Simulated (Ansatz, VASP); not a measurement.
Two plane-wave programs on In

```
In
1.0
     1.66964    0.96397    8.20746
    -1.66964    0.96397    8.20746
     0.00000   -1.92793    8.20746
In
3
Direct
  0.22199 0.22199 0.22199
  0.77801 0.77801 0.77801
  0.00000 0.00000 0.00000
```

Alike in both runs: functional LDA; k mesh 5 × 5 × 5; occupations fermi-dirac, width 0.05 eV; no spin polarisation.

|  | VASP | Ansatz |
| --- | --- | --- |
| version | VASP 6.6.1 | Ansatz 0.2.0 |
| potentials or method | VASP PAW LDA potentials, release 64 (In_d) | Ansatz PAW |
| plane-wave cutoff (eV) | 520 | 420 |
| valence electrons in the cell | 39 | 39 |
| task | single point | band structure |

|  | VASP | Ansatz | Ansatz less VASP |
| --- | --- | --- | --- |
| gap on the k mesh at the Fermi level (eV) | none | none | - |
| pressure (GPa) | -2.7 | -2.7 | -0.04 |
| traceless stress, the component that is largest in VASP (GPa) | 3.71 | 3.67 | -0.033 |
| rms of the force components (eV/Å) | 0.027 | 0.026 | -0.0014 |

LDA's correlation is that of Perdew and Zunger in VASP and of Perdew and Wang (1992) in Ansatz. Atom by atom the forces differ by 0.001 eV/Å (rms over components). A gap of «none» marks a metal or a gap that the smearing closes.

The k mesh is coarse, so the values compare programs but aren't converged.
